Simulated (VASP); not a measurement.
# Si5C: relaxation of cell and atoms with PBE

Si5C:

```xyz
6
Lattice="3.1422 0.0000 0.0000 -1.5711 2.7213 0.0000 0.0000 0.0000 13.6834" Properties=species:S:1:pos:R:3 pbc="T T T"
Si    0.0000    1.8142    8.0157
Si    0.0000    1.8142    0.0000
Si    0.0000    1.8142    5.6677
Si    1.5711    0.9071    9.5806
Si    1.5711    0.9071    4.1029
C     1.5711    0.9071    0.0000
```

| Quantity | Value |
| --- | --- |
| Program | VASP 6.6.1 |
| Task | relaxation of cell and atoms |
| Functional | PBE |
| Potentials or basis | VASP PAW PBE potentials, release 64 (Si, C) |
| Cutoff | 600 eV |
| k mesh | 6 × 6 × 2 |
| Occupations | gaussian, width 0.1 eV |
| Spin | no spin polarisation |
| Dipole correction | no |
| Further INCAR settings | ALGO = Normal; EDIFF = 1e-06; IBRION = 2; EDIFFG = -0.04; NSW = 90; ISIF = 3 |

* Relaxed volume: 19.33 Å³/atom
* Relaxed cell: a = 3.105 Å, b = 3.105 Å, c = 13.888 Å, α = 90.00°, β = 90.00°, γ = 120.00°
* Space group after relaxing (to 0.1 Å): P-6m2 (No. 187)
* Energy gained by relaxing: 6.6 meV/atom
* Ionic steps: 7
* Pressure after relaxing: 0.1 GPa
* Largest force after relaxing: 0.019 eV/Å
* Band gap on the k mesh: zero (bands 12 and 13 overlap by 4.98 eV)

Forces on the atoms (eV/Å):
```
Si   0.000  0.000 -0.007
Si   0.000  0.000  0.000
Si   0.000  0.000  0.007
Si   0.000  0.000  0.019
Si   0.000  0.000 -0.019
C    0.000  0.000  0.000
```

The path:
| step | energy change (eV) | largest force (eV/Å) | pressure (GPa) | volume (Å³) |
| --- | --- | --- | --- | --- |
| 1 | 0.0000 | 0.4565 | -0.44 | 117.01 |
| 2 | -0.0280 | 0.1292 | -0.14 | 116.10 |
| 3 | -0.0296 | 0.2797 | -0.05 | 115.87 |
| 4 | -0.0342 | 0.1746 | 0.49 | 115.33 |
| 5 | -0.0377 | 0.2043 | 0.27 | 115.53 |
| 6 | -0.0396 | 0.0512 | 0.02 | 116.06 |
| 7 | -0.0397 | 0.0188 | 0.06 | 115.96 |

Final structure:
```cif
data_structure
_symmetry_space_group_name_H-M 'P 1'
_symmetry_Int_Tables_number 1
_cell_length_a 3.1051
_cell_length_b 3.1051
_cell_length_c 13.8878
_cell_angle_alpha 90.000
_cell_angle_beta 90.000
_cell_angle_gamma 120.000
_cell_volume 115.96
loop_
_atom_site_label
_atom_site_type_symbol
_atom_site_fract_x
_atom_site_fract_y
_atom_site_fract_z
_atom_site_occupancy
Si1 Si 0.33333 0.66667 0.58454 1
Si2 Si 0.33333 0.66667 0.00000 1
Si3 Si 0.33333 0.66667 0.41546 1
Si4 Si 0.66667 0.33333 0.70175 1
Si5 Si 0.66667 0.33333 0.29825 1
C1 C 0.66667 0.33333 0.00000 1
```

Levels at points of the mesh, in eV from the Fermi level:
```csv
k point,band 8,band 9,band 10,band 11,band 12,band 13,band 14,band 15,band 16
"(0.00, 0.00, 0.00)",-2.22,-2.22,1.10,2.54,3.40,3.40,3.98,3.98,5.32
"(0.50, 0.00, 0.00)",-3.73,-2.98,-2.03,-1.32,-0.31,0.24,0.81,0.85,1.68
"(0.00, 0.00, 0.50)",-2.22,-2.22,0.58,3.40,3.40,3.49,3.98,3.98,4.58
"(0.50, 0.00, 0.50)",-3.73,-3.00,-1.79,-1.59,-0.26,0.24,0.81,0.90,1.53
```

Wall time 85 s on 1 thread of Intel(R) Xeon(R) 6975P-C (Granite Rapids), on a shared host, peak memory 0.28 GiB.

Caveat: the k points lie up to 0.39 Å⁻¹ apart in the final cell, too coarse for converged energies and pressures of a metal.
